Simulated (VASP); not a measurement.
# W (Fd-3m) in VASP: notebook

Runs on W. Level: LDA. Tasks: single point, relaxation of cell and atoms.

All numbers are computed with VASP 6.6.1; they aren't measurements. Logs are shortened: lines on timing, memory, paths and dates and some standing lists are left out, and cuts for length are marked.

**1. The cell of the first run**

The structure is cubic, space group Fd-3m (No. 227). Conventional cell: a = 5.712 Å, b = 5.712 Å, c = 5.712 Å, α = 90.00°, β = 90.00°, γ = 90.00°. W (site symmetry -43m) has 4 W at 2.47 Å within 3.3 Å.

This isn't the form of W at room conditions, which is bcc.

**2. Single point, LDA (23.30 Å³/atom)**

File INCAR:

```
ALGO     = Normal         # electronic algorithm
EDIFF    = 1E-6           # SCF threshold, eV
ENCUT    = 520            # plane-wave cutoff, eV
GGA      = CA             # functional
ISIF     = 2              # what is computed and relaxed
ISMEAR   = -1             # smearing method
LASPH    = T              # aspherical terms in the spheres
LCHARG   = F              # write CHGCAR
LREAL    = F              # projectors in reciprocal space
LWAVE    = F              # write WAVECAR
NBANDS   = 21             # bands
NELM     = 60             # most SCF steps
PREC     = Accurate       # precision mode
SIGMA    = 0.1            # smearing width, eV
```

File KPOINTS:

```
k-points
0
Gamma
  11 11 11
```

File POSCAR:

```
W
1.0
    0.0000000000      2.8560465563      2.8560465563
    2.8560465563      0.0000000000      2.8560465563
    2.8560465563      2.8560465563      0.0000000000
W
2
Direct
    0.1250000000      0.1250000000      0.1250000000
    0.8750000000      0.8750000000      0.8750000000
```

Potentials or basis: VASP PAW LDA potentials, release 64 (W_sv).

Launch:

```sh
$ cat potpaw_LDA.64/W_sv/POTCAR > POTCAR
$ mpirun -np 1 vasp_std > vasp.out
```

OUTCAR:

```text
EDIFF = 1E-6
   ENCUT = 520
   GGA = CA
   ISIF = 2
   ISMEAR = -1
   LASPH = T
   LREAL = F
   NELM = 60
   PREC = Accurate

 ion  position               nearest neighbor table
   1  0.125  0.125  0.125-   2 2.47   2 2.47   2 2.47   2 2.47
   2  0.875  0.875  0.875-   1 2.47   1 2.47   1 2.47   1 2.47

  LATTYP: Found a face centered cubic cell.
 ALAT       =     5.7120931126

  Lattice vectors:

 A1 = (   0.0000000000,   2.8560465563,   2.8560465563)
 A2 = (   2.8560465563,   0.0000000000,   2.8560465563)
 A3 = (   2.8560465563,   2.8560465563,   0.0000000000)

Analysis of symmetry for initial positions (statically):
=====================================================================
 Subroutine PRICEL returns:
 Original cell was already a primitive cell.

 Routine SETGRP: Setting up the symmetry group for a
 face centered cubic supercell.

 Subroutine GETGRP returns: Found 48 space group operations
 (whereof 12 operations were pure point group operations)
 out of a pool of 48 trial point group operations.

The static configuration has the point symmetry D_3d.
 The point group associated with its full space group is O_h .

Analysis of symmetry for dynamics (positions and initial velocities):
=====================================================================
 Subroutine PRICEL returns:
 Original cell was already a primitive cell.

 Routine SETGRP: Setting up the symmetry group for a
 face centered cubic supercell.

 Subroutine GETGRP returns: Found 48 space group operations
 (whereof 12 operations were pure point group operations)
 out of a pool of 48 trial point group operations.

The dynamic configuration has the point symmetry D_3d.
 The point group associated with its full space group is O_h .

 Subroutine INISYM returns: Found 48 space group operations
 (whereof 12 operations are pure point group operations),
 and found     1 'primitive' translations

----------------------------------------------------------------------------------------

                                     Primitive cell

  volume of cell :      46.5936

  direct lattice vectors                    reciprocal lattice vectors
     0.000000000  2.856046556  2.856046556    -0.175067174  0.175067174  0.175067174
     2.856046556  0.000000000  2.856046556     0.175067174 -0.175067174  0.175067174
     2.856046556  2.856046556  0.000000000     0.175067174  0.175067174 -0.175067174

  length of vectors
     4.039059775  4.039059775  4.039059775     0.303225240  0.303225240  0.303225240

  position of ions in fractional coordinates (direct lattice)
     0.125000000  0.125000000  0.125000000
     0.875000000  0.875000000  0.875000000

  ion indices of the primitive-cell ions
   primitive index   ion index
                 1           1
                 2           2

----------------------------------------------------------------------------------------

 KPOINTS: k-points

Automatic generation of k-mesh.
 Grid dimensions read from file:
 generate k-points for:   11   11   11

 Generating k-lattice:

  Cartesian coordinates                     Fractional coordinates (reciprocal lattice)
    -0.015915198  0.015915198  0.015915198     0.090909091  0.000000000  0.000000000
     0.015915198 -0.015915198  0.015915198     0.000000000  0.090909091  0.000000000
     0.015915198  0.015915198 -0.015915198     0.000000000  0.000000000  0.090909091

  Length of vectors
     0.027565931  0.027565931  0.027565931

  Shift w.r.t. Gamma in fractional coordinates (k-lattice)
     0.000000000  0.000000000  0.000000000

 Subroutine IBZKPT returns following result:
 ===========================================

 Found     56 irreducible k-points:

 Following reciprocal coordinates:
            Coordinates               Weight
  0.000000  0.000000  0.000000      1.000000
  0.090909  0.000000  0.000000      8.000000
  0.181818  0.000000  0.000000      8.000000
  0.272727  0.000000  0.000000      8.000000
  0.363636  0.000000  0.000000      8.000000
  0.454545  0.000000  0.000000      8.000000
[... 16 lines left out ...]
 -0.272727  0.181818  0.000000     24.000000
 -0.181818  0.181818  0.000000     12.000000
 [... further k-points ...]
   k-points           NKPTS =     56   k-points in BZ     NKDIM =     56   number of bands    NBANDS=     21
   number of dos      NEDOS =    301   number of ions     NIONS =      2
   total plane-waves  NPLWV =  27000
   dimension x,y,z NGX =    30 NGY =   30 NGZ =   30
   dimension x,y,z NGXF=    60 NGYF=   60 NGZF=   60
   ions per type =               2
   NGX,Y,Z   is equivalent  to a cutoff of  12.35, 12.35, 12.35 a.u.
   NGXF,Y,Z  is equivalent  to a cutoff of  24.70, 24.70, 24.70 a.u.
 SYSTEM =  unknown system
   PREC   = accura    normal or accurate (medium, high low for compatibility)
   ISTART =      0    job   : 0-new  1-cont  2-samecut
   ICHARG =      2    charge: 1-file 2-atom 10-const
   ISPIN  =      1    spin polarized calculation?
   LNONCOLLINEAR =      F non collinear calculations
   LSORBIT =      F    spin-orbit coupling
   LASPH  =      T    aspherical Exc in radial PAW
   ENCUT  =  520.0 eV  38.22 Ry    6.18 a.u.   7.51  7.51  7.51*2*pi/ulx,y,z
   NELM   =     60;   NELMIN=  2; NELMDL= -5     # of ELM steps
   EDIFF  = 0.1E-05   stopping-criterion for ELM
   LREAL  =      F    real-space projection
   EDIFFG = 0.1E-04   stopping-criterion for IOM
   NSW    =      0    number of steps for IOM
   IBRION =     -1    ionic relax: 0-MD 1-quasi-New 2-CG
   NFREE  =      0    steps in history (QN), initial steepest desc. (CG)
   ISIF   =      2    stress and relaxation
   ISYM   =      2    0-nonsym 1-usesym 2-fastsym
   POTIM  = 0.5000    time-step for ionic-motion
   TEBEG  =    0.0;   TEEND  =   0.0 temperature during run
   PSTRESS=    0.0 pullay stress
   NELECT =      28.0000    total number of electrons
   NUPDOWN=      -1.0000    fix difference up-down
   EMIN   =  10.00;   EMAX   =-10.00  energy-range for DOS
   EFERMI =   0.00;   METHOD = LEGACY
   ISMEAR =    -1;   SIGMA  =   0.10  broadening in eV -4-tet -1-fermi 0-gaus
   EFERMI_NEDOS =   21; number of points for ismear=-14 and -15
   IALGO  =     38    algorithm
   IMIX   =      4    mixing-type and parameters
     AMIX     =   0.40;   BMIX     =  1.00
     AMIX_MAG =   1.60;   BMIX_MAG =  1.00
  volume/ion in A,a.u.               =      23.30       157.21
  Fermi-wavevector in a.u.,A,eV,Ry     =   1.381504  2.610664 25.967454  1.908554
  Thomas-Fermi vector in A             =   2.506282
   LORBIT       =      0    0 simple, 1 ext, 2 COOP (PROOUT), +10 PAW based schemes
   GGA     = CA    functional components
   LHFCALC =     F    Hartree Fock is set to
   AEXX    =    0.0000 exact exchange contribution
   IVDW    =     0    specifies the selected vdW correction
   LEPSILON=     F    determine dielectric tensor
   LRPA    =     F    only Hartree local field effects (RPA)
 non-spin polarized calculation
  energy-cutoff  :      520.00
  volume of cell :       46.59
 maximum number of plane-waves:      1275
 NGX is ok and might be reduce to    30
   NGX = 15   NGY = 15   NGZ = 15

 number of electron      27.9999999 magnetization

 Free energy of the ion-electron system (eV)
  ---------------------------------------------------
  ext. energy  EPLUGINS =         0.00000000
  ---------------------------------------------------
  free energy    TOTEN  =       -22.69130282 eV

  energy without entropy =      -22.60356828  energy(sigma->0) =      -22.64743555

 E-fermi :   5.6537     XC(G=0): -11.3038

 val. band max:        5.6514408418   @ k =   0.2727   0.0000   0.0000
 cond. band min:       5.6613363818   @ k =   0.2727   0.2727   0.0000
 fundamental gap:      0.0098955400
 Fermi energy:         5.6536834137

 k-point     1 :       0.0000    0.0000    0.0000
  band No.  band energies     occupation
      1     -67.0816      2.00000
      2     -66.6759      2.00000
      3     -31.9852      2.00000
      4     -31.9852      2.00000
      5     -31.9852      2.00000
      6     -30.9035      2.00000
[... 13 lines left out ...]
     20      16.5471      0.00000
     21      16.9851      0.00000

 k-point     2 :       0.0909    0.0000    0.0000
  band No.  band energies     occupation
      1     -67.0756      2.00000
      2     -66.6822      2.00000
      3     -31.9958      2.00000
      4     -31.9958      2.00000
      5     -31.9839      2.00000
      6     -30.9056      2.00000
[... 13 lines left out ...]
     20      16.2228      0.00000
     21      17.2340      0.00000

 k-point     3 :       0.1818    0.0000    0.0000
  band No.  band energies     occupation
      1     -67.0584      2.00000
      2     -66.7000      2.00000
      3     -32.0232      2.00000
      4     -32.0232      2.00000
      5     -31.9809      2.00000
      6     -30.9108      2.00000
[... 13 lines left out ...]
     20      15.8497      0.00000
     21      16.2213      0.00000

 k-point     4 :       0.2727    0.0000    0.0000
  band No.  band energies     occupation
      1     -67.0329      2.00000
      2     -66.7262      2.00000
      3     -32.0570      2.00000
      4     -32.0570      2.00000
      5     -31.9776      2.00000
      6     -30.9168      2.00000
[... 13 lines left out ...]
     20      13.9178      0.00000
     21      15.7205      0.00000

 k-point     5 :       0.3636    0.0000    0.0000
  band No.  band energies     occupation
      1     -67.0048      2.00000
      2     -66.7550      2.00000
      3     -32.0864      2.00000
      4     -32.0864      2.00000
      5     -31.9753      2.00000
      6     -30.9214      2.00000
[... 13 lines left out ...]
     20      11.9701      0.00000
     21      15.6854      0.00000
[... 382 lines left out ...]
     20      10.7465      0.00000
     21      14.1657      0.00000

 k-point    22 :      -0.3636    0.1818    0.0000
  band No.  band energies     occupation
      1     -66.9698      2.00000
      2     -66.7906      2.00000
      3     -32.2025      2.00000
      4     -32.1200      2.00000
      5     -31.8203      2.00000
      6     -31.0761      2.00000
[... 13 lines left out ...]
     20      11.1992      0.00000
     21      14.0709      0.00000

 k-point    23 :      -0.2727    0.1818    0.0000
  band No.  band energies     occupation
      1     -66.9953      2.00000
      2     -66.7647      2.00000
      3     -32.1781      2.00000
      4     -32.0891      2.00000
      5     -31.8584      2.00000
      6     -31.0369      2.00000
[... 13 lines left out ...]
     20      12.6090      0.00000
     21      14.3055      0.00000

 k-point    24 :      -0.1818    0.1818    0.0000
  band No.  band energies     occupation
      1     -67.0232      2.00000
      2     -66.7361      2.00000
      3     -32.1327      2.00000
      4     -32.0555      2.00000
      5     -31.9058      2.00000
      6     -30.9885      2.00000
[... 13 lines left out ...]
     20      14.3880      0.00000
     21      15.0121      0.00000

 [... further k-points ...]

------------------------ aborting loop because EDIFF is reached ----------------------------------------

  FORCE on cell =-STRESS in cart. coord.  units (eV):
  Direction    XX          YY          ZZ          XY          YZ          ZX
  --------------------------------------------------------------------------------------
  -------------------------------------------------------------------------------------
  Total        0.3404007      0.3404007      0.3404007      0.0000000      0.0000000      0.0000000
  in kB       11.7051024     11.7051024     11.7051024      0.0000000      0.0000000      0.0000000
  external PRESSURE =      11.7051024 kB  Pullay stress =       0.0000000 kB

 VOLUME and BASIS-vectors are now :
 -----------------------------------------------------------------------------
  energy-cutoff  :      520.00
  volume of cell :       46.59
      direct lattice vectors                 reciprocal lattice vectors
     0.000000000  2.856046556  2.856046556    -0.175067174  0.175067174  0.175067174
     2.856046556  0.000000000  2.856046556     0.175067174 -0.175067174  0.175067174
     2.856046556  2.856046556  0.000000000     0.175067174  0.175067174 -0.175067174

 POSITION                                       TOTAL-FORCE (eV/Angst)
 -----------------------------------------------------------------------------------
      0.71401      0.71401      0.71401        -0.000000     -0.000000     -0.000000
      4.99808      4.99808      4.99808         0.000000      0.000000      0.000000
 -----------------------------------------------------------------------------------
    total drift:                               -0.000000      0.000000      0.000000

  FREE ENERGIE OF THE ION-ELECTRON SYSTEM (eV)
  ---------------------------------------------------
  free  energy   TOTEN  =       -22.6913028207 eV

  energy  without entropy=      -22.6035682845  energy(sigma->0) =      -22.64743555
```

It took 24 s on 1 thread of Intel Xeon 6975P-C (Granite Rapids), shared host; peak memory 0.17 GiB.

Results:

- Free energy: -22.6913 eV
- Pressure: 1.2 GPa
- Band gap on the k mesh: zero (bands 14 and 15 overlap by 0.94 eV)

Caveat: spin-orbit coupling is left out, which moves the levels of the heavy elements.

**3. Single point, LDA (24.23 Å³/atom)**

This run uses another cell than the first one, of 24.23 Å³/atom.

File INCAR:

```
SYSTEM = W
PREC = Accurate
ENCUT = 520
EDIFF = 1E-6
ISMEAR = -1
SIGMA = 0.1
LREAL = .False.
LASPH = .True.
NELM = 100
ALGO = Normal
ISIF = 2
LWAVE = .False.
LCHARG = .False.
NBANDS = 21
```

File KPOINTS:

```
Automatic mesh
0
Gamma
  11 11 11
  0 0 0
```

File POSCAR:

```
W
1.0
    0.0000000000      2.8936304263      2.8936304263
    2.8936304263      0.0000000000      2.8936304263
    2.8936304263      2.8936304263      0.0000000000
W
2
Direct
    0.1250000000      0.1250000000      0.1250000000
    0.8750000000      0.8750000000      0.8750000000
```

Potentials or basis: VASP PAW LDA potentials, release 64 (W_sv).

Launch:

```sh
$ cat potpaw_LDA.64/W_sv/POTCAR > POTCAR
$ mpirun -np 1 vasp_std > vasp.out
```

OUTCAR:

```text
SYSTEM = W
   PREC = Accurate
   ENCUT = 520
   EDIFF = 1E-6
   ISMEAR = -1
   LREAL = .False.
   LASPH = .True.
   NELM = 100
   ISIF = 2

 ion  position               nearest neighbor table
   1  0.125  0.125  0.125-   2 2.51   2 2.51   2 2.51   2 2.51
   2  0.875  0.875  0.875-   1 2.51   1 2.51   1 2.51   1 2.51

  LATTYP: Found a face centered cubic cell.
 ALAT       =     5.7872608526

  Lattice vectors:

 A1 = (   0.0000000000,   2.8936304263,   2.8936304263)
 A2 = (   2.8936304263,   0.0000000000,   2.8936304263)
 A3 = (   2.8936304263,   2.8936304263,   0.0000000000)

Analysis of symmetry for initial positions (statically):
=====================================================================
 Subroutine PRICEL returns:
 Original cell was already a primitive cell.

 Routine SETGRP: Setting up the symmetry group for a
 face centered cubic supercell.

 Subroutine GETGRP returns: Found 48 space group operations
 (whereof 12 operations were pure point group operations)
 out of a pool of 48 trial point group operations.

The static configuration has the point symmetry D_3d.
 The point group associated with its full space group is O_h .
[... 157 lines left out ...]
  free energy    TOTEN  =       -22.67500350 eV

  energy without entropy =      -22.58381480  energy(sigma->0) =      -22.62940915

 E-fermi :   5.2517     XC(G=0): -11.1116

 val. band max:        5.2404248234   @ k =  -0.2727   0.1818   0.0000
 cond. band min:       5.2530387739   @ k =   0.3636   0.0909   0.0000
 fundamental gap:      0.0126139505
 Fermi energy:         5.2516665613

 k-point     1 :       0.0000    0.0000    0.0000
  band No.  band energies     occupation
      1     -67.4982      2.00000
      2     -67.1491      2.00000
      3     -32.3484      2.00000
      4     -32.3484      2.00000
      5     -32.3484      2.00000
      6     -31.3750      2.00000
[... 565 lines left out ...]
     20      13.6193      0.00000
     21      14.2545      0.00000

 [... further k-points ...]

------------------------ aborting loop because EDIFF is reached ----------------------------------------

  FORCE on cell =-STRESS in cart. coord.  units (eV):
  Direction    XX          YY          ZZ          XY          YZ          ZX
  --------------------------------------------------------------------------------------
  -------------------------------------------------------------------------------------
  Total       -1.2107897     -1.2107897     -1.2107897     -0.0000000      0.0000000     -0.0000000
  in kB      -40.0331828    -40.0331828    -40.0331828     -0.0000000      0.0000000     -0.0000000
  external PRESSURE =     -40.0331828 kB  Pullay stress =       0.0000000 kB

 VOLUME and BASIS-vectors are now :
 -----------------------------------------------------------------------------
  energy-cutoff  :      520.00
  volume of cell :       48.46
      direct lattice vectors                 reciprocal lattice vectors
     0.000000000  2.893630426  2.893630426    -0.172793317  0.172793317  0.172793317
     2.893630426  0.000000000  2.893630426     0.172793317 -0.172793317  0.172793317
     2.893630426  2.893630426  0.000000000     0.172793317  0.172793317 -0.172793317

 POSITION                                       TOTAL-FORCE (eV/Angst)
 -----------------------------------------------------------------------------------
      0.72341      0.72341      0.72341         0.000000      0.000000     -0.000000
      5.06385      5.06385      5.06385        -0.000000     -0.000000      0.000000
 -----------------------------------------------------------------------------------
    total drift:                               -0.000000      0.000000      0.000000

  FREE ENERGIE OF THE ION-ELECTRON SYSTEM (eV)
  ---------------------------------------------------
  free  energy   TOTEN  =       -22.6750034986 eV

  energy  without entropy=      -22.5838148043  energy(sigma->0) =      -22.62940915
```

OSZICAR:

```text
N       E                     dE             d eps       ncg     rms          rms(c)
DAV:   1     0.302354967744E+03    0.30235E+03   -0.17466E+04  2360   0.144E+03
DAV:   2    -0.133425239622E+02   -0.31570E+03   -0.30749E+03  2607   0.443E+02
DAV:   3    -0.230186587989E+02   -0.96761E+01   -0.93185E+01  2769   0.785E+01
DAV:   4    -0.231683042406E+02   -0.14965E+00   -0.14908E+00  2628   0.100E+01
DAV:   5    -0.231703689474E+02   -0.20647E-02   -0.20638E-02  2723   0.127E+00    0.209E+01
DAV:   6    -0.227922564405E+02    0.37811E+00   -0.47820E-01  2746   0.585E+00    0.949E+00
DAV:   7    -0.226819055222E+02    0.11035E+00   -0.18985E-01  2853   0.380E+00    0.838E-01
DAV:   8    -0.226750521228E+02    0.68534E-02   -0.21230E-02  2441   0.101E+00    0.841E-02
DAV:   9    -0.226750077946E+02    0.44328E-04   -0.44670E-04  2634   0.158E-01    0.767E-02
DAV:  10    -0.226750035783E+02    0.42163E-05   -0.27044E-05  2690   0.537E-02    0.568E-03
DAV:  11    -0.226750034986E+02    0.79667E-07   -0.86022E-07  1614   0.762E-03
   1 F= -.22675003E+02 E0= -.22629409E+02  d E =-.911887E-01
```

It took 24 s on 1 thread of Intel Xeon 6975P-C (Granite Rapids), shared host; peak memory 0.17 GiB.

What came out:

```yaml
Free_energy: -22.6750 eV
Pressure: -4.0 GPa
Band_gap_on_the_k_mesh: zero (bands 14 and 15 overlap by 0.94 eV)
```

Levels at points of the mesh, in eV from the Fermi level:
```csv
k point,band 12,band 13,band 14,band 15,band 16,band 17
"(0.00, 0.00, 0.00)",-1.10,-1.10,-1.10,1.54,1.54,1.54
```

Caveat: the cell stands under tension; spin-orbit coupling is left out, which moves the levels of the heavy elements.

(Continued in part 2 of 2.)
